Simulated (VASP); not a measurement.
Crystal: BP.

```
CELL_PARAMETERS angstrom
0.00000 2.26607 2.26607
2.26607 0.00000 2.26607
2.26607 2.26607 0.00000
ATOMIC_POSITIONS crystal
B 0.00000 0.00000 0.00000
P 0.50000 0.50000 0.50000
```

```yaml
Program: VASP 6.6.1
Task: relaxation of cell and atoms
Functional: PBEsol
Potentials_or_basis: VASP PAW PBE potentials, release 64 (B, P)
Cutoff: 600 eV
k_mesh: 8 × 8 × 8
Occupations: fermi-dirac, width 0.03 eV
Spin: no spin polarisation
```

At the start: pressure -19.5 GPa; volume 11.64 Å³/atom.

Where does the relaxation end?

Over 3 steps the energy falls by 129.6 meV/atom and the volume is 9.81 Å³/atom (-15.7 %); space group Fm-3m (No. 225, to 0.05 Å).

Step by step:
| step | energy change (eV) | largest force (eV/Å) | pressure (GPa) | volume (Å³) |
| --- | --- | --- | --- | --- |
| 1 | 0.0000 | 0.0000 | -19.47 | 23.27 |
| 2 | -0.2415 | 0.0000 | 7.53 | 18.83 |
| 3 | -0.2591 | 0.0000 | -0.07 | 19.61 |

Final structure:
```
B P
1.0
     0.00000    2.14039    2.14039
     2.14039    0.00000    2.14039
     2.14039    2.14039    0.00000
B P
1 1
Cartesian
  0.0000 0.0000 0.0000
  2.1404 2.1404 2.1404
```

Caveat: the volume moved by over 15 % at a fixed basis, so the end points are rough; the PAW data sets were made with another functional, which shifts forces and pressure a little.
